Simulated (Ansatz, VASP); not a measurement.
# Two plane-wave programs on Sc

```
CELL_PARAMETERS angstrom
0.00000 2.32726 2.15698
2.32726 0.00000 2.15698
2.32726 2.32726 0.00000
ATOMIC_POSITIONS crystal
Sc 0.00000 0.00000 0.00000
```

Change from the starting cell: strain +0.025 along x and y, -0.050 along z, atoms carried along.

Alike in both runs: task single point; functional PBEsol; k mesh 18 × 18 × 18; occupations gaussian, width 0.15 eV; no spin polarisation.

|  | VASP | Ansatz |
| --- | --- | --- |
| version | VASP 6.6.1 | Ansatz 0.2.0 |
| potentials or method | VASP PAW PBE potentials, release 64 (Sc_sv), cutoff 520 eV | scalar-relativistic, plane waves, PAW |
| valence electrons in the cell | 11 | 11 |

|  | VASP | Ansatz | Ansatz less VASP |
| --- | --- | --- | --- |
| gap on the k mesh at the Fermi level (eV) | none | none | - |
| pressure (GPa) | 0.6 | 0.6 | +0.02 |
| traceless stress, the component that is largest in VASP (GPa) | 1.26 | 1.26 | -0.004 |

VASP's potentials were made for PBE, not for PBEsol. A gap of «none» marks a metal or a gap that the smearing closes. The functional is the same, so the differences come from potentials, cutoffs and numerics.
